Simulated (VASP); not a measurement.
Wanted: the native input for a VASP 6.6.1 run.

```
Task                   : single point
Functional             : PBEsol
Potentials or basis    : VASP PAW PBE potentials, release 64 (K_sv, Ta_pv, O)
Cutoff                 : 600 eV
k mesh                 : 8 × 8 × 8
Occupations            : gaussian, width 0.02 eV
Spin                   : no spin polarisation
Dipole correction      : no
Further INCAR settings : ALGO = Normal; EDIFF = 1e-06; NBANDS = 27
```

The structure of KTaO3 (m) lies in POSCAR:

```
KTaO3
1.0
    4.0575754182      0.0000000000      0.0000000000
    0.0000000000      4.0575754182      0.0000000000
    0.0000000000      0.0000000000      3.9002665588
K Ta O
1 1 3
Direct
    0.0000000000      0.0000000000      0.0000000000
    0.5000000000      0.5000000000      0.5000000000
    0.5000000000      0.5000000000      0.0000000000
    0.5000000000      0.0000000000      0.5000000000
    0.0000000000      0.5000000000      0.5000000000
```

The input as run:

INCAR

```
ALGO     = Normal         # electronic algorithm
EDIFF    = 1E-6           # SCF threshold, eV
ENCUT    = 600            # plane-wave cutoff, eV
GGA      = PS             # functional
GGA_COMPAT= False        
ISIF     = 2              # what is computed and relaxed
ISMEAR   = 0              # smearing method
LASPH    = True           # aspherical terms in the spheres
LCHARG   = False          # write CHGCAR
LREAL    = False          # projectors in reciprocal space
LWAVE    = False          # write WAVECAR
NBANDS   = 27             # bands
NELM     = 120            # most SCF steps
PREC     = Accurate       # precision mode
SIGMA    = 0.02           # smearing width, eV
```

KPOINTS

```
k-points
0
Gamma
  8 8 8
```

Potentials or basis: VASP PAW PBE potentials, release 64 (K_sv, Ta_pv, O).

Launch:

```console
$ cat potpaw_PBE.64/K_sv/POTCAR potpaw_PBE.64/Ta_pv/POTCAR potpaw_PBE.64/O/POTCAR > POTCAR
$ mpirun -np 1 vasp_std > vasp.out
```

It gave:

```yaml
Pressure: -1.7 GPa
Band_gap_on_the_k_mesh: 1.99 eV, indirect (least direct gap 2.61 eV)
```

Caveat: the PAW data sets were made with another functional, which shifts forces and pressure a little; spin-orbit coupling is left out, which moves the levels of the heavy elements.

Run time: 100 s on 1 thread of Intel Xeon 6975P-C (shared host), peak memory 0.29 GiB.
